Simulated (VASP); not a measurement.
GaP, 12 atoms in the cell. Symmetry: Pm-3n, No. 223, cubic system. Conventional cell: a = 6.402 Å, b = 6.402 Å, c = 6.402 Å, α = 90.00°, β = 90.00°, γ = 90.00°. Within 3.0 Å of Ga (site symmetry -4m2) lie 4 P at 2.26 Å. Within 3.0 Å of P (site symmetry -4m2) lie 4 Ga at 2.26 Å. The cell was generated, and may not be a known phase.

| Property | Result |
| --- | --- |
| Program | VASP 6.6.1 |
| Task | relaxation of cell and atoms |
| Functional | PBE |
| Potentials or basis | VASP PAW PBE potentials, release 64 (Ga_d, P) |
| Cutoff | 600 eV |
| k mesh | 4 × 4 × 4 |
| Occupations | gaussian, width 0.1 eV |
| Spin | no spin polarisation |
| Dipole correction | no |
| Further INCAR settings | ALGO = Normal; EDIFF = 1e-06; IBRION = 2; EDIFFG = -0.04; NSW = 90; ISIF = 3 |

Potentials or basis: VASP PAW PBE potentials, release 64 (Ga_d, P).

Run with:

```console
$ cat potpaw_PBE.64/Ga_d/POTCAR potpaw_PBE.64/P/POTCAR > POTCAR
$ mpirun -np 1 vasp_std > vasp.out
```

Hardware: 1 thread of Intel(R) Xeon(R) Platinum 8259CL CPU @ 2.50GHz (Skylake/Cascade Lake) (shared host).

Question: Estimate the wall time of this run.

Answer: Run time: 13 min on 1 thread of Intel(R) Xeon(R) Platinum 8259CL CPU @ 2.50GHz (Skylake/Cascade Lake) (shared host), peak memory 0.49 GiB. Counts: scf iterations 38, k points 10, ion steps 3.
